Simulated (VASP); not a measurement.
ZnO: single point with PBE

**Measured values to compare with.**

From “Electronic structure of alkaline earth and post-transition metal oxides”, 2009, arxiv:0908.1581, for a bulk crystal of ZnO: band gap 3.37 eV.

Crystal: ZnO.

```
CELL_PARAMETERS angstrom
3.27948 0.00000 0.00000
-1.63974 2.84011 0.00000
0.00000 0.00000 5.29313
ATOMIC_POSITIONS crystal
Zn 0.33333 0.66667 0.00150
Zn 0.66667 0.33333 0.50150
O 0.33333 0.66667 0.38060
O 0.66667 0.33333 0.88060
```

```yaml
Program: VASP 6.6.1
Task: single point
Functional: PBE
Potentials_or_basis: VASP PAW PBE potentials, release 64 (Zn, O)
Cutoff: 520 eV
k_mesh: 12 × 12 × 6
Occupations: gaussian, width 0.05 eV
Spin: no spin polarisation
Dipole_correction: no
Further_INCAR_settings: ALGO = Normal; EDIFF = 1e-06; NBANDS = 26
```

```
Pressure               : 0.9 GPa
Band gap on the k mesh : 0.73 eV, direct
```

Levels at points of the mesh, in eV from the valence-band top:
| k point | band 16 | band 17 | band 18 | band 19 | band 20 | band 21 |
| --- | --- | --- | --- | --- | --- | --- |
| (0.00, 0.00, 0.00) | -0.08 | 0.00 | 0.00 | 0.73 | 5.09 | 8.07 |
| (0.50, 0.00, 0.00) | -2.15 | -1.23 | -0.79 | 5.62 | 6.82 | 7.53 |
| (0.00, 0.00, 0.50) | -0.37 | -0.37 | -0.37 | 3.36 | 3.36 | 9.91 |
| (0.50, 0.00, 0.50) | -1.43 | -1.32 | -1.32 | 5.64 | 5.64 | 8.23 |

It took 47 s on 1 thread of Intel(R) Xeon(R) Platinum 8375C CPU @ 2.90GHz (Ice Lake), on a shared host, peak memory 0.21 GiB.

Measured gap of ZnO: 3.37 eV (quoted in “Electronic structure of alkaline earth and post-transition metal oxides”, 2009, arxiv:0908.1581). This calculation gives 0.73 eV (-2.64 eV). So large a miss can be the level of theory's own, or it may mean another phase, state or a wrong row. The value is that of PBE, without temperature or zero-point motion. Semilocal functionals fall short of measured gaps as a rule.
